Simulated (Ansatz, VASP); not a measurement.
# One calculation of BeS, two programs

POSCAR

```
BeS
1.0
    0.0000000000      2.3172971951      2.3172971951
    2.3172971951      0.0000000000      2.3172971951
    2.3172971951      2.3172971951      0.0000000000
Be S
1 1
Direct
    0.0000000000      0.0000000000      0.0000000000
    0.5000000000      0.5000000000      0.5000000000
```

File INCAR.step1:

```
PREC = Accurate ; ENCUT = 520
EDIFF = 1E-5 ; ISMEAR = 0
SIGMA = 0.01 ; LREAL = False
LASPH = True ; NELM = 60
ALGO = Normal ; ISIF = 2
LWAVE = True ; LCHARG = False
GGA = PE ; NBANDS = 11
```

The input INCAR.step2:

```
PREC = Accurate ; ENCUT = 520
EDIFF = 1E-6 ; ISMEAR = 0
SIGMA = 0.01 ; LREAL = False
LASPH = True ; NELM = 60
ALGO = Normal ; ISIF = 2
LWAVE = False ; LCHARG = False
GGA = PE ; LHFCALC = True
HFSCREEN = 0.2079 ; PRECFOCK = Normal
ISTART = 1 ; NBANDS = 11
```

KPOINTS

```
regular mesh
0
Gamma
  4 4 4
```

Input for Ansatz:

```yaml
crystal:
  lattice:
    - [0.0, 2.3172971951, 2.3172971951]
    - [2.3172971951, 0.0, 2.3172971951]
    - [2.3172971951, 2.3172971951, 0.0]
  atoms:
    - { symbol: Be, position: [0.0, 0.0, 0.0] }
    - { symbol: S, position: [0.5, 0.5, 0.5] }
kpoints:
  mp_grid: { grid: [4, 4, 4] }
hamiltonian:
  xc: hse06
scf:
  occupations: { method: fixed }
  n_extra_bands: 4
  exx: { singularity: none }
output:
  forces: true
  stress: true
  eigenvalues: true
```

Alike in both runs: task single point; functional HSE06; k mesh 4 × 4 × 4; no spin polarisation.

```csv
,VASP,Ansatz
version,VASP 6.6.1,Ansatz 0.2.0
potentials or method,"VASP PAW PBE potentials, release 64 (Be, S)",plane waves
plane-wave cutoff (eV),520,420
occupations,"gaussian, width 0.01 eV",fixed
valence electrons in the cell,8,8
```

Ansatz gave:

* gap on the k mesh at the Fermi level (eV): 2.08
* pressure (GPa): -0.6

**Question.** What did VASP give for the same quantities?

**Answer.** gap on the k mesh at the Fermi level (eV): 2.07; pressure (GPa): -0.7.

Ansatz's warnings: stress exchange threshold loose, stress scf threshold loose.

The k mesh is coarse, so the values compare programs but aren't converged.
